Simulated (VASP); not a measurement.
# Li2S: relaxation of cell and atoms with r2SCAN

Li2S:

```
CELL_PARAMETERS angstrom
0.00000 2.84450 2.84450
2.84450 0.00000 2.84450
2.84450 2.84450 0.00000
ATOMIC_POSITIONS crystal
Li 0.25000 0.25000 0.25000
Li 0.75000 0.75000 0.75000
S 0.00000 0.00000 0.00000
```

```
Program                : VASP 6.6.1
Task                   : relaxation of cell and atoms
Functional             : r2SCAN
Potentials or basis    : VASP PAW PBE potentials, release 64 (Li_sv, S)
Cutoff                 : 830 eV
k mesh                 : 8 × 8 × 8
Occupations            : fermi-dirac, width 0.02 eV
Spin                   : no spin polarisation
Dipole correction      : no
Further INCAR settings : ALGO = Normal; EDIFF = 1e-07; IBRION = 2; EDIFFG = -0.01; NSW = 80; ISIF = 3
```

The relaxed volume is 15.31 Å³/atom and the relaxed cell is a = 4.020 Å, b = 4.020 Å, c = 4.020 Å, α = 60.00°, β = 60.00°, γ = 60.00°. The space group after relaxing (to 0.05 Å) is Fm-3m (No. 225), the energy gained by relaxing is 0.0 meV/atom and the ionic steps are 2. The pressure after relaxing is -0.1 GPa and the band gap on the k mesh is 3.85 eV, indirect (least direct gap 5.07 eV).

Final structure:
```cif
data_structure
_symmetry_space_group_name_H-M 'P 1'
_symmetry_Int_Tables_number 1
_cell_length_a 4.0196
_cell_length_b 4.0196
_cell_length_c 4.0196
_cell_angle_alpha 60.000
_cell_angle_beta 60.000
_cell_angle_gamma 60.000
_cell_volume 45.92
loop_
_atom_site_label
_atom_site_type_symbol
_atom_site_fract_x
_atom_site_fract_y
_atom_site_fract_z
_atom_site_occupancy
Li1 Li 0.25000 0.25000 0.25000 1
Li2 Li 0.75000 0.75000 0.75000 1
S1 S 0.00000 0.00000 0.00000 1
```

Levels at points of the mesh, in eV from the valence-band top:
| k point | band 3 | band 4 | band 5 | band 6 | band 7 | band 8 | band 9 | band 10 |
| --- | --- | --- | --- | --- | --- | --- | --- | --- |
| (0.00, 0.00, 0.00) | -11.50 | 0.00 | 0.00 | 0.00 | 5.07 | 6.91 | 6.91 | 6.91 |
| (0.50, 0.00, 0.00) | -11.05 | -2.90 | -0.51 | -0.51 | 6.99 | 7.19 | 7.19 | 9.15 |
| (0.50, 0.50, 0.00) | -10.92 | -2.16 | -1.44 | -1.44 | 3.85 | 7.91 | 12.19 | 12.19 |

It took 4.3 min on 1 thread of Intel(R) Xeon(R) Platinum 8259CL CPU @ 2.50GHz (Skylake/Cascade Lake), on a shared host, peak memory 0.26 GiB.

Caveat: the PAW data sets were made with another functional, which shifts forces and pressure a little. r2SCAN opens gaps a little over a GGA but as a rule still falls short of measured ones.
